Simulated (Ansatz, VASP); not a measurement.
This is a calculation of MnS for VASP 6.6.1.

File INCAR:

```
SYSTEM = MnS
PREC = Accurate
ENCUT = 520
EDIFF = 1E-6
ISMEAR = -1
SIGMA = 0.05
LREAL = .FALSE.
LASPH = .TRUE.
NELM = 60
ALGO = Normal
ISIF = 2
LWAVE = .FALSE.
LCHARG = .FALSE.
GGA = PS
NBANDS = 16
```

Contents of KPOINTS:

```
Automatic mesh
0
G
  9 9 9
  0 0 0
```

File POSCAR:

```
MnS
1.0
    0.0000000000      2.6045000000      2.6045000000
    2.6045000000      0.0000000000      2.6045000000
    2.6045000000      2.6045000000      0.0000000000
Mn S
1 1
Direct
    0.0000000000      0.0000000000      0.0000000000
    0.5000000000      0.5000000000      0.5000000000
```

Potentials or basis: VASP PAW PBE potentials, release 64 (Mn_pv, S).

Launch:

```bash
$ cat potpaw_PBE.64/Mn_pv/POTCAR potpaw_PBE.64/S/POTCAR > POTCAR
$ mpirun -np 1 vasp_std > vasp.out
```

Q: Set up the same calculation for Ansatz 0.2.0. Potentials there: all-electron LAPW, scalar-relativistic.

A: As run (the cutoff follows the program's own potentials):

The input input.yaml:

```yaml
crystal:
  lattice:
    - [0.0, 2.6045, 2.6045]
    - [2.6045, 0.0, 2.6045]
    - [2.6045, 2.6045, 0.0]
  atoms:
    - { symbol: Mn, position: [0.0, 0.0, 0.0] }
    - { symbol: S, position: [0.5, 0.5, 0.5] }
kpoints:
  mp_grid: { grid: [9, 9, 9] }
scf:
  occupations: { method: fermi_dirac, width: 0.05 }
hamiltonian:
  xc: pbesol
  pseudopotentials: { kind: all_electron, lapw: { basis_error: 0.001 } }
output:
  forces: true
  stress: true
  eigenvalues: true
```

Potentials or basis: all-electron LAPW, scalar-relativistic.

Launch:

```sh
$ ansatz run input.yaml --threads 2 --pin off --max-ram 6144MiB --backend cpu --events-out ev --progress --plain --runs-dir out
```

Both were run:

|  | VASP | Ansatz | Ansatz less VASP |
| --- | --- | --- | --- |
| gap on the k mesh at the Fermi level (eV) | none | none | - |
| pressure (GPa) | -27.6 | -27.8 | -0.19 |

VASP's potentials were made for PBE, not for PBEsol. A gap of «none» marks a metal or a gap that the smearing closes. Ansatz ran all-electron here, and VASP with PAW potentials.
